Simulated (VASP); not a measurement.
# MgGe2 (C2/m) in VASP: a series of runs

The runs below take MgGe2 through single point, with PBE.

Everything below comes from runs of VASP 6.6.1. Logs are shortened: lines on timing, memory, paths and dates and some standing lists are left out, and cuts for length are marked.

### Step 1. The cell of the first run

Symmetry: C2/m, No. 12, monoclinic system. Conventional cell: a = 11.043 Å, b = 3.700 Å, c = 6.815 Å, α = 90.00°, β = 118.17°, γ = 90.00°. Ge (site symmetry m) has 8 Ge at 2.70 to 3.74 Å and 5 Mg at 2.89 to 3.16 Å within 3.8 Å. Ge (site symmetry m) has 9 Ge at 2.55 to 3.70 Å and 3 Mg at 2.89 to 2.94 Å within 3.7 Å. Within 3.8 Å of Mg (site symmetry m) lie 8 Ge at 2.89 to 3.16 Å and 5 Mg at 3.54 to 3.70 Å.

### Step 2. Single point, PBE

The input, INCAR:

```
PREC = Accurate
ENCUT = 520
EDIFF = 1E-6
ISMEAR = -1
SIGMA = 0.05
LREAL = F
LASPH = T
NELM = 80
ALGO = Normal
ISIF = 2
LWAVE = F
LCHARG = F
GGA = PE
NBANDS = 39
```

The input, KPOINTS:

```
Automatic mesh
0
Gamma
  8 8 5
```

The input, POSCAR:

```
MgGe2
1.0
    5.5214850000     -1.8498460000      0.0000000000
    5.5214850000      1.8498460000      0.0000000000
   -3.2176250000      0.0000000000      6.0077740000
Ge Mg
4 2
Direct
    0.5292340000      0.5292340000      0.2936210000
    0.4707660000      0.4707660000      0.7063790000
    0.8803900000      0.8803900000      0.9854400000
    0.1196100000      0.1196100000      0.0145600000
    0.8152860000      0.8152860000      0.3492530000
    0.1847140000      0.1847140000      0.6507470000
```

Potentials or basis: VASP PAW PBE potentials, release 64 (Ge_d, Mg).

Launch:

```sh
> cat potpaw_PBE.64/Ge_d/POTCAR potpaw_PBE.64/Mg/POTCAR > POTCAR
> mpirun -np 1 vasp_std > vasp.out
```

OUTCAR:

```text
PREC = Accurate
   ENCUT = 520
   EDIFF = 1E-6
   ISMEAR = -1
   LREAL = F
   LASPH = T
   NELM = 80
   ISIF = 2
   GGA = PE

 ion  position               nearest neighbor table
   1  0.529  0.529  0.294-   3 2.70   3 2.70   6 2.89   6 2.89   5 3.00   5 3.16   5 3.16
   2  0.471  0.471  0.706-   4 2.70   4 2.70   5 2.89   5 2.89   6 3.00   6 3.16   6 3.16
   3  0.880  0.880  0.985-   4 2.55   1 2.70   1 2.70   5 2.89   6 2.94   6 2.94
   4  0.120  0.120  0.015-   3 2.55   2 2.70   2 2.70   6 2.89   5 2.94   5 2.94
   5  0.815  0.815  0.349-   2 2.89   2 2.89   3 2.89   4 2.94   4 2.94   1 3.00   1 3.16   1 3.16
                             6 3.54   6 3.54   6 3.60
   6  0.185  0.185  0.651-   1 2.89   1 2.89   4 2.89   3 2.94   3 2.94   2 3.00   2 3.16   2 3.16
                             5 3.54   5 3.54   5 3.60

  LATTYP: Found a base centered monoclinic cell.
 ALAT       =    11.0429700000
 B/A-ratio  =     0.3350268995
 C/A-ratio  =     0.6171495446
 COS(beta)  =    -0.4721273096

  Lattice vectors:

 A1 = (   5.5214850000,  -1.8498460000,   0.0000000000)
 A2 = (   5.5214850000,   1.8498460000,   0.0000000000)
 A3 = (  -3.2176250000,   0.0000000000,   6.0077740000)

Analysis of symmetry for initial positions (statically):
=====================================================================
 Subroutine PRICEL returns:
 Original cell was already a primitive cell.

 Routine SETGRP: Setting up the symmetry group for a
 base centered monoclinic supercell.

 Subroutine GETGRP returns: Found  4 space group operations
 (whereof  4 operations were pure point group operations)
 out of a pool of  4 trial point group operations.

The static configuration has the point symmetry C_2h.

Analysis of symmetry for dynamics (positions and initial velocities):
=====================================================================
 Subroutine PRICEL returns:
 Original cell was already a primitive cell.

 Routine SETGRP: Setting up the symmetry group for a
 base centered monoclinic supercell.

 Subroutine GETGRP returns: Found  4 space group operations
 (whereof  4 operations were pure point group operations)
 out of a pool of  4 trial point group operations.

The dynamic configuration has the point symmetry C_2h.

 Subroutine INISYM returns: Found  4 space group operations
 (whereof  4 operations are pure point group operations),
 and found     1 'primitive' translations

----------------------------------------------------------------------------------------

                                     Primitive cell

  volume of cell :     122.7256

  direct lattice vectors                    reciprocal lattice vectors
     5.521485000 -1.849846000  0.000000000     0.090555349 -0.270292770  0.048499353
     5.521485000  1.849846000  0.000000000     0.090555349  0.270292770  0.048499353
    -3.217625000  0.000000000  6.007774000     0.000000000  0.000000000  0.166451002

  length of vectors
     5.823120025  5.823120025  6.815163907     0.289155045  0.289155045  0.166451002

  position of ions in fractional coordinates (direct lattice)
     0.529234000  0.529234000  0.293621000
     0.470766000  0.470766000  0.706379000
     0.880390000  0.880390000  0.985440000
     0.119610000  0.119610000  0.014560000
     0.815286000  0.815286000  0.349253000
     0.184714000  0.184714000  0.650747000

  ion indices of the primitive-cell ions
   primitive index   ion index
                 1           1
                 2           2
                 3           3
                 4           4
                 5           5
                 6           6

----------------------------------------------------------------------------------------

 KPOINTS: Automatic mesh

Automatic generation of k-mesh.
 Grid dimensions read from file:
 generate k-points for:    8    8    5

 Generating k-lattice:

  Cartesian coordinates                     Fractional coordinates (reciprocal lattice)
     0.011319419 -0.033786596  0.006062419     0.125000000 -0.000000000  0.000000000
     0.011319419  0.033786596  0.006062419    -0.000000000  0.125000000  0.000000000
     0.000000000  0.000000000  0.033290200     0.000000000  0.000000000  0.200000000

  Length of vectors
     0.036144381  0.036144381  0.033290200

  Shift w.r.t. Gamma in fractional coordinates (k-lattice)
     0.000000000  0.000000000  0.000000000

 Subroutine IBZKPT returns following result:
 ===========================================

 Found     93 irreducible k-points:

 Following reciprocal coordinates:
            Coordinates               Weight
  0.000000  0.000000  0.000000      1.000000
  0.125000  0.000000  0.000000      4.000000
  0.250000  0.000000  0.000000      4.000000
  0.375000  0.000000 -0.000000      4.000000
  0.500000  0.000000  0.000000      2.000000
  0.125000  0.125000  0.000000      2.000000
[... 16 lines left out ...]
  0.125000  0.000000  0.200000      4.000000
  0.250000  0.000000  0.200000      4.000000
 [... further k-points ...]
   k-points           NKPTS =     93   k-points in BZ     NKDIM =     93   number of bands    NBANDS=     39
   number of dos      NEDOS =    301   number of ions     NIONS =      6
   total plane-waves  NPLWV = 124416
   dimension x,y,z NGX =    48 NGY =   48 NGZ =   54
   dimension x,y,z NGXF=    96 NGYF=   96 NGZF=  108
   ions per type =               4   2
   NGX,Y,Z   is equivalent  to a cutoff of  13.70, 13.70, 13.17 a.u.
   NGXF,Y,Z  is equivalent  to a cutoff of  27.41, 27.41, 26.35 a.u.
 SYSTEM =  unknown system
   PREC   = accura    normal or accurate (medium, high low for compatibility)
   ISTART =      0    job   : 0-new  1-cont  2-samecut
   ICHARG =      2    charge: 1-file 2-atom 10-const
   ISPIN  =      1    spin polarized calculation?
   LNONCOLLINEAR =      F non collinear calculations
   LSORBIT =      F    spin-orbit coupling
   LASPH  =      T    aspherical Exc in radial PAW
   ENCUT  =  520.0 eV  38.22 Ry    6.18 a.u.  10.83 10.83 12.67*2*pi/ulx,y,z
   NELM   =     80;   NELMIN=  2; NELMDL= -5     # of ELM steps
   EDIFF  = 0.1E-05   stopping-criterion for ELM
   LREAL  =      F    real-space projection
   EDIFFG = 0.1E-04   stopping-criterion for IOM
   NSW    =      0    number of steps for IOM
   IBRION =     -1    ionic relax: 0-MD 1-quasi-New 2-CG
   NFREE  =      0    steps in history (QN), initial steepest desc. (CG)
   ISIF   =      2    stress and relaxation
   ISYM   =      2    0-nonsym 1-usesym 2-fastsym
   POTIM  = 0.5000    time-step for ionic-motion
   TEBEG  =    0.0;   TEEND  =   0.0 temperature during run
   PSTRESS=    0.0 pullay stress
   NELECT =      60.0000    total number of electrons
   NUPDOWN=      -1.0000    fix difference up-down
   EMIN   =  10.00;   EMAX   =-10.00  energy-range for DOS
   EFERMI =   0.00;   METHOD = LEGACY
   ISMEAR =    -1;   SIGMA  =   0.05  broadening in eV -4-tet -1-fermi 0-gaus
   EFERMI_NEDOS =   21; number of points for ismear=-14 and -15
   IALGO  =     38    algorithm
   IMIX   =      4    mixing-type and parameters
     AMIX     =   0.40;   BMIX     =  1.00
     AMIX_MAG =   1.60;   BMIX_MAG =  1.00
  volume/ion in A,a.u.               =      20.45       138.03
  Fermi-wavevector in a.u.,A,eV,Ry     =   1.289675  2.437132 22.630043  1.663261
  Thomas-Fermi vector in A             =   2.421553
   LORBIT       =      0    0 simple, 1 ext, 2 COOP (PROOUT), +10 PAW based schemes
   GGA     = PE    functional components
   LHFCALC =     F    Hartree Fock is set to
   AEXX    =    0.0000 exact exchange contribution
   IVDW    =     0    specifies the selected vdW correction
   LEPSILON=     F    determine dielectric tensor
   LRPA    =     F    only Hartree local field effects (RPA)
 non-spin polarized calculation
  energy-cutoff  :      520.00
  volume of cell :      122.73
 maximum number of plane-waves:      3322
 NGX is ok and might be reduce to    48
   NGX = 21   NGY = 21   NGZ = 25

 number of electron      60.0000011 magnetization

 Free energy of the ion-electron system (eV)
  ---------------------------------------------------
  ext. energy  EPLUGINS =         0.00000000
  ---------------------------------------------------
  free energy    TOTEN  =       -20.80328465 eV

  energy without entropy =      -20.78205975  energy(sigma->0) =      -20.79267220

 E-fermi :   4.9690     XC(G=0): -10.1332

 val. band max:        4.9679342409   @ k =  -0.1250   0.0000   0.2000
 cond. band min:       4.9747226810   @ k =  -0.2500   0.5000   0.2000
 fundamental gap:      0.0067884401
 Fermi energy:         4.9689595244

 k-point     1 :       0.0000    0.0000    0.0000
  band No.  band energies     occupation
      1     -19.5683      2.00000
      2     -19.5676      2.00000
      3     -19.5620      2.00000
      4     -19.5410      2.00000
      5     -19.5331      2.00000
      6     -19.5294      2.00000
[... 31 lines left out ...]
     38      10.3842      0.00000
     39      10.9518      0.00000

 k-point     2 :       0.1250    0.0000    0.0000
  band No.  band energies     occupation
      1     -19.5663      2.00000
      2     -19.5657      2.00000
      3     -19.5610      2.00000
      4     -19.5411      2.00000
      5     -19.5325      2.00000
      6     -19.5271      2.00000
[... 31 lines left out ...]
     38      10.9779      0.00000
     39      11.2484      0.00000

 k-point     3 :       0.2500    0.0000    0.0000
  band No.  band energies     occupation
      1     -19.5620      2.00000
      2     -19.5606      2.00000
      3     -19.5576      2.00000
      4     -19.5426      2.00000
      5     -19.5317      2.00000
      6     -19.5186      2.00000
[... 832 lines left out ...]
 k-point    23 :       0.1250    0.0000    0.2000
  band No.  band energies     occupation
      1     -19.5675      2.00000
      2     -19.5650      2.00000
      3     -19.5598      2.00000
      4     -19.5408      2.00000
      5     -19.5313      2.00000
      6     -19.5260      2.00000
[... 31 lines left out ...]
     38      10.6206      0.00000
     39      11.3873      0.00000

 k-point    24 :       0.2500    0.0000    0.2000
  band No.  band energies     occupation
      1     -19.5629      2.00000
      2     -19.5614      2.00000
      3     -19.5558      2.00000
      4     -19.5415      2.00000
      5     -19.5311      2.00000
      6     -19.5178      2.00000
[... 31 lines left out ...]
     38      10.4360      0.00000
     39      11.4296      0.00000

 [... further k-points ...]

------------------------ aborting loop because EDIFF is reached ----------------------------------------

  FORCE on cell =-STRESS in cart. coord.  units (eV):
  Direction    XX          YY          ZZ          XY          YZ          ZX
  --------------------------------------------------------------------------------------
  -------------------------------------------------------------------------------------
  Total       -0.4669589      0.0938986     -0.7411341      0.0000000      0.0000000     -0.0122251
  in kB       -6.0961301      1.2258418     -9.6754760      0.0000000      0.0000000     -0.1595983
  external PRESSURE =      -4.8485881 kB  Pullay stress =       0.0000000 kB

 VOLUME and BASIS-vectors are now :
 -----------------------------------------------------------------------------
  energy-cutoff  :      520.00
  volume of cell :      122.73
      direct lattice vectors                 reciprocal lattice vectors
     5.521485000 -1.849846000  0.000000000     0.090555349 -0.270292770  0.048499353
     5.521485000  1.849846000  0.000000000     0.090555349  0.270292770  0.048499353
    -3.217625000  0.000000000  6.007774000     0.000000000  0.000000000  0.166451002

 POSITION                                       TOTAL-FORCE (eV/Angst)
 -----------------------------------------------------------------------------------
      4.89955      0.00000      1.76401        -0.116571      0.000000      0.043188
      2.92579      0.00000      4.24377         0.116571      0.000000     -0.043188
      6.55134      0.00000      5.92030        -0.023939      0.000000      0.014230
      1.27400      0.00000      0.08747         0.023939      0.000000     -0.014230
      7.87941      0.00000      2.09823        -0.019010      0.000000      0.001901
     -0.05407      0.00000      3.90954         0.019010      0.000000     -0.001901
 -----------------------------------------------------------------------------------
    total drift:                               -0.000000     -0.000000      0.000000

  FREE ENERGIE OF THE ION-ELECTRON SYSTEM (eV)
  ---------------------------------------------------
  free  energy   TOTEN  =       -20.8032846516 eV

  energy  without entropy=      -20.7820597469  energy(sigma->0) =      -20.79267220
```

Run time: 18 min. Hardware: 1 thread of Intel Xeon 8259CL, shared host; peak memory 0.58 GiB.

What came out:

- Free energy: -20.8033 eV
- Pressure: -0.5 GPa
- Largest force: 0.124 eV/Å
- Band gap on the k mesh: zero (bands 30 and 31 overlap by 1.85 eV)

Forces in eV/Å, atoms in the order of the input:
```
Ge  -0.117  0.000  0.043
Ge   0.117  0.000 -0.043
Ge  -0.024  0.000  0.014
Ge   0.024  0.000 -0.014
Mg  -0.019  0.000  0.002
Mg   0.019  0.000 -0.002
```

### Step 3. Single point, PBE

This run uses another cell than the first one, of 20.86 Å³/atom.

The input, INCAR:

```
SYSTEM = MgGe2
PREC = Accurate ; ENCUT = 520
EDIFF = 1E-6 ; ISMEAR = -1
SIGMA = 0.05 ; LREAL = .FALSE.
LASPH = .TRUE. ; NELM = 60
ALGO = Normal ; ISIF = 2
LWAVE = .FALSE. ; LCHARG = .FALSE.
GGA = PE ; NBANDS = 39
```

The input, KPOINTS:

```
Automatic mesh
0
G
  8 8 5
  0 0 0
```

Edit POSCAR of step 2 so:

```diff
@@ -2,5 +2,5 @@
 1.0
-    5.5214850000     -1.8498460000      0.0000000000
-    5.5214850000      1.8498460000      0.0000000000
-   -3.2176250000      0.0000000000      6.0077740000
+    5.5580521915     -1.8620969928      0.0000000000
+    5.5580521915      1.8620969928      0.0000000000
+   -3.2389343958      0.0000000000      6.0475617423
 Ge Mg
```

Potentials or basis: VASP PAW PBE potentials, release 64 (Ge_d, Mg).

Launch:

```sh
> cat potpaw_PBE.64/Ge_d/POTCAR potpaw_PBE.64/Mg/POTCAR > POTCAR
> mpirun -np 1 vasp_std > vasp.out
```

Wall time 16 min (1 thread of Intel Xeon 8259CL, shared host); peak memory 0.58 GiB.

It converged, with:

| Quantity | Value |
| --- | --- |
| Free energy | -20.7892 eV |
| Pressure | -1.5 GPa |
| Largest force | 0.114 eV/Å |
| Band gap on the k mesh | zero (bands 30 and 31 overlap by 1.83 eV) |

Forces on the atoms (eV/Å):
```
Ge  -0.114  0.000  0.002
Ge   0.114  0.000 -0.002
Ge   0.045  0.000  0.051
Ge  -0.045  0.000 -0.051
Mg  -0.012  0.000 -0.006
Mg   0.012  0.000  0.006
```

Stress tensor (GPa, compression positive):
```
-1.60  0.00 -0.03
 0.00 -0.86  0.00
-0.03  0.00 -1.96
```

Levels at points of the mesh, in eV from the Fermi level:
| k point | band 27 | band 28 | band 29 | band 30 | band 31 | band 32 | band 33 | band 34 |
| --- | --- | --- | --- | --- | --- | --- | --- | --- |
| (0.00, 0.00, 0.00) | -3.02 | -0.66 | 0.15 | 1.10 | 1.10 | 2.39 | 2.56 | 2.64 |
| (0.50, 0.00, 0.00) | -3.64 | -3.02 | -1.27 | -1.20 | -0.49 | 0.47 | 1.73 | 2.48 |
| (0.50, 0.50, 0.00) | -1.18 | -1.09 | 0.37 | 0.45 | 1.11 | 1.72 | 2.76 | 3.09 |

### Step 4. Single point, PBE

This run uses another cell than the first one, of 21.27 Å³/atom.

The input, INCAR:

```
SYSTEM = MgGe2
PREC = Accurate
ENCUT = 520
EDIFF = 1E-6
ISMEAR = -1
SIGMA = 0.05
LREAL = .FALSE.
LASPH = .TRUE.
NELM = 60
ALGO = Normal
ISIF = 2
LWAVE = .FALSE.
LCHARG = .TRUE.
GGA = PE
LELF = .TRUE.
LVHAR = .TRUE.
NBANDS = 39
```

The input, KPOINTS:

```
regular mesh
0
G
  8 8 5
  0 0 0
```

Edit POSCAR of step 3 so:

```diff
@@ -2,5 +2,5 @@
 1.0
-    5.5580521915     -1.8620969928      0.0000000000
-    5.5580521915      1.8620969928      0.0000000000
-   -3.2389343958      0.0000000000      6.0475617423
+    5.5941444508     -1.8741888705      0.0000000000
+    5.5941444508      1.8741888705      0.0000000000
+   -3.2599670267      0.0000000000      6.0868327241
 Ge Mg
```

Launch:

```sh
> cat potpaw_PBE.64/Ge_d/POTCAR potpaw_PBE.64/Mg/POTCAR > POTCAR
> mpirun -np 1 vasp_std > vasp.out
```

It took 18 min on 1 thread of Intel Xeon 8259CL, shared host; peak memory 0.58 GiB.

Results (log left out):

```yaml
Free_energy: -20.7604 eV
Pressure: -2.3 GPa
Largest_force: 0.137 eV/Å
Band_gap_on_the_k_mesh: zero (bands 30 and 31 overlap by 1.81 eV)
```

Forces on the atoms (eV/Å):
```
Ge  -0.112  0.000 -0.036
Ge   0.112  0.000  0.036
Ge   0.107  0.000  0.086
Ge  -0.107  0.000 -0.086
Mg  -0.005  0.000 -0.013
Mg   0.005  0.000  0.013
```

Stress tensor (GPa, compression positive):
```
-2.47  0.00 -0.04
 0.00 -1.71  0.00
-0.04  0.00 -2.84
```

Levels at points of the mesh, in eV from the Fermi level:
| k point | band 27 | band 28 | band 29 | band 30 | band 31 | band 32 | band 33 | band 34 |
| --- | --- | --- | --- | --- | --- | --- | --- | --- |
| (0.00, 0.00, 0.00) | -2.98 | -0.63 | 0.11 | 1.06 | 1.09 | 2.36 | 2.54 | 2.60 |
| (0.50, 0.00, 0.00) | -3.57 | -2.98 | -1.24 | -1.17 | -0.47 | 0.45 | 1.72 | 2.44 |
| (0.50, 0.50, 0.00) | -1.15 | -1.09 | 0.34 | 0.43 | 1.07 | 1.69 | 2.73 | 3.04 |

### Step 5. Overview

```csv
cell,gap on the mesh (eV),pressure (GPa),largest force (eV/Å)
"a = 5.823, b = 5.823, c = 6.815 Å, angles 116.6, 116.6, 37.0°, 6 atoms",none,-0.5,0.12
"a = 5.862, b = 5.862, c = 6.860 Å, angles 116.6, 116.6, 37.0°, 6 atoms",none,-1.5,0.11
"a = 5.900, b = 5.900, c = 6.905 Å, angles 116.6, 116.6, 37.0°, 6 atoms",none,-2.3,0.14
```

Alike in all rows: task single point; level PBE; potentials or basis VASP PAW PBE potentials, release 64 (Ge_d, Mg); no spin polarisation; k mesh 8 × 8 × 5; cutoff (eV) 520; smearing fermi-dirac 0.05 eV.

Absolute energies hang on the potentials; compare differences alone.

The gap in the log of VASP goes by the Fermi energy; the results here count the filled bands.